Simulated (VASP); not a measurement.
Set up this calculation in VASP 6.6.1, as the native input.

```yaml
Task: single point
Functional: LDA
Potentials_or_basis: VASP PAW LDA potentials, release 64 (Al)
Cutoff: 520 eV
k_mesh: 14 × 14 × 14
Occupations: fermi-dirac, width 0.1 eV
Spin: no spin polarisation
Dipole_correction: no
Further_INCAR_settings: ALGO = Normal; EDIFF = 1e-06; NBANDS = 8
```

The structure of Al lies in POSCAR:

```
Al
1.0
   -1.5912200000      1.5912200000      1.5912200000
    1.5912200000     -1.5912200000      1.5912200000
    1.5912200000      1.5912200000     -1.5912200000
Al
1
Direct
    0.0000000000      0.0000000000      0.0000000000
```

The input as run:

INCAR

```
ALGO     = Normal         # electronic algorithm
EDIFF    = 1E-6           # SCF threshold, eV
ENCUT    = 520            # plane-wave cutoff, eV
GGA      = CA             # functional
ISIF     = 2              # what is computed and relaxed
ISMEAR   = -1             # smearing method
LASPH    = T              # aspherical terms in the spheres
LCHARG   = F              # write CHGCAR
LREAL    = F              # projectors in reciprocal space
LWAVE    = F              # write WAVECAR
NBANDS   = 8              # bands
NELM     = 100            # most SCF steps
PREC     = Accurate       # precision mode
SIGMA    = 0.1            # smearing width, eV
```

KPOINTS

```
k-points
0
Gamma
  14 14 14
```

Potentials or basis: VASP PAW LDA potentials, release 64 (Al).

Run with:

```sh
$ cat potpaw_LDA.64/Al/POTCAR > POTCAR
$ mpirun -np 1 vasp_std > vasp.out
```

Results of the run:

The pressure is 0.7 GPa.

Wall time 10 s on 1 thread of Intel(R) Xeon(R) Platinum 8488C (Sapphire Rapids), on a shared host, peak memory 0.11 GiB.
